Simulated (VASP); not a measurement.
Set up this calculation in VASP 6.6.1, as the native input.

```yaml
Task: single point
Functional: r2SCAN
Potentials_or_basis: VASP PAW PBE potentials, release 64 (W_sv, Se)
Cutoff: 520 eV
k_mesh: 6 × 6 × 4
Occupations: tetrahedron
Spin: no spin polarisation
Dipole_correction: no
Further_INCAR_settings: ALGO = Normal; EDIFF = 1e-06; NBANDS = 20
```

Crystal: WSe2.

```
W Se
1.0
     3.31534    0.00000    0.00000
    -1.65767    2.87117    0.00000
     0.00000    0.00000    6.51920
W Se
1 2
Direct
  0.00000 0.00000 0.00000
  0.33333 0.66667 0.25717
  0.66667 0.33333 0.74283
```

The input as run:

POSCAR

```
WSe2
1.0
    3.3153441874      0.0000000000      0.0000000000
   -1.6576720937      2.8711722886      0.0000000000
    0.0000000000      0.0000000000      6.5191986732
W Se
1 2
Direct
    0.0000000000      0.0000000000      0.0000000000
    0.3333333333      0.6666666667      0.2571683820
    0.6666666667      0.3333333333      0.7428316180
```

INCAR.step1

```
SYSTEM = WSe2
ALGO = Normal
EDIFF = 1E-4
ENCUT = 520
GGA = PE
ISMEAR = -5
LASPH = .TRUE.
LCHARG = .FALSE.
LREAL = .FALSE.
LWAVE = .TRUE.
NBANDS = 20
NELM = 100
PREC = Accurate
SIGMA = 0.1
```

INCAR.step2

```
SYSTEM = WSe2
ALGO = Normal
EDIFF = 1E-6
ENCUT = 520
ISIF = 2
ISMEAR = -5
ISTART = 1
LASPH = .TRUE.
LCHARG = .FALSE.
LMIXTAU = .TRUE.
LREAL = .FALSE.
LWAVE = .FALSE.
METAGGA = R2SCAN
NBANDS = 20
NELM = 100
PREC = Accurate
SIGMA = 0.1
```

KPOINTS

```
k-points
0
G
  6 6 4
  0 0 0
```

Potentials or basis: VASP PAW PBE potentials, release 64 (W_sv, Se).

Run with:

```console
$ cat potpaw_PBE.64/W_sv/POTCAR potpaw_PBE.64/Se/POTCAR > POTCAR
$ cp INCAR.step1 INCAR
$ mpirun -np 1 vasp_std > vasp.out
$ cp INCAR.step2 INCAR
$ mpirun -np 1 vasp_std > vasp.out
```

It gave:

- Pressure: 1.5 GPa
- Largest force: 0.004 eV/Å
- Band gap on the k mesh: zero (bands 13 and 14 overlap by 0.97 eV)

Caveat: the k points lie up to 0.36 Å⁻¹ apart, too coarse for converged energies and pressures of a metal; the PAW data sets were made with another functional, which shifts forces and pressure a little; spin-orbit coupling is left out, which moves the levels of the heavy elements; tetrahedron occupations give inexact forces and stress in metals.

Run time: 110 s on 1 thread of AMD EPYC 7R13 Processor (Zen 3), with other jobs on the host, peak memory 0.18 GiB.
